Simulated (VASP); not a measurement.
Input of a VASP 6.6.1 run:

File INCAR:

```
SYSTEM = Ti
ALGO = Normal
DIPOL = 0.5 0.5 0.500
EDIFF = 1E-6
EFIELD = -0.2
ENCUT = 520
GGA = PS
IDIPOL = 3
ISIF = 2
ISMEAR = -1
LASPH = .True.
LCHARG = .True.
LDIPOL = .True.
LELF = .True.
LREAL = .False.
LVACPOTAV = .True.
LVHAR = .True.
LWAVE = .False.
NBANDS = 45
NELM = 80
PREC = Accurate
SIGMA = 0.1
```

The input KPOINTS:

```
k-points
0
Gamma
  13 8 1
  0 0 0
```

Contents of POSCAR:

```
Ti
1.0
    2.9012772668      0.0000000000      0.0000000000
    0.0000000000      4.5933578522      0.0000000000
    0.0000000000      0.0000000000     21.8627000000
Ti
6
Direct
    0.7500000000      0.7500000000      0.3699501108
    0.2500000000      0.2500000000      0.4082269824
    0.2500000000      0.7500000000      0.4790424738
    0.7500000000      0.2500000000      0.5209575266
    0.7500000000      0.7500000000      0.5917730176
    0.2500000000      0.2500000000      0.6300498888
```

Potentials or basis: VASP PAW PBE potentials, release 64 (Ti_sv).

Run with:

```bash
$ cat potpaw_PBE.64/Ti_sv/POTCAR > POTCAR
$ mpirun -np 1 vasp_std > vasp.out
```

(1) Estimate the band gap on the k mesh.

(2) Predict the largest force.

Answers

(1) zero (bands 36 and 37 overlap by 0.38 eV).

(2) 0.041 eV/Å.

Caveat: the PAW data sets were made with another functional, which shifts forces and pressure a little.
